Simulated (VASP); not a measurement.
Input of a VASP 6.6.1 run:

INCAR

```
  PREC = Accurate
  ENCUT = 520
  EDIFF = 1E-7
  ISMEAR = 0
  SIGMA = 0.05
  LREAL = False
  LASPH = True
  NELM = 60
  ALGO = Normal
  ISIF = 2
  LWAVE = False
  LCHARG = False
  GGA = PE
  NBANDS = 18
```

KPOINTS

```
Automatic mesh
0
Gamma
  9 9 4
```

Contents of POSCAR:

```
PtS2
1.0
    3.5765911006      0.0000000000      0.0000000000
   -1.7882955503      3.0974187520      0.0000000000
    0.0000000000      0.0000000000      6.8215000000
Pt S
1 2
Direct
    0.0000000000      0.0000000000      0.0000000000
    0.3333333333      0.6666666667      0.1799522209
    0.6666666667      0.3333333333      0.8200477791
```

Potentials or basis: VASP PAW PBE potentials, release 64 (Pt, S).

Command:

```bash
$ cat potpaw_PBE.64/Pt/POTCAR potpaw_PBE.64/S/POTCAR > POTCAR
$ mpirun -np 1 vasp_std > vasp.out
```

Question: Estimate the band gap on the k mesh.

Answer: 1.64 eV (least direct gap 1.65 eV).

Question: Predict the pressure.

Answer: -0.4 GPa.

Question: Predict the largest force.

Answer: 0.034 eV/Å.

Stress tensor (GPa, compression positive):
```
-0.41  0.00  0.00
 0.00 -0.41  0.00
 0.00  0.00 -0.28
```

Caveat: spin-orbit coupling is left out, which moves the levels of the heavy elements; an odd mesh through Γ misses points on the zone boundary, where band edges can lie; this functional lacks dispersion, which binds the layers, so the pressure and a relaxed spacing across them are unreliable.
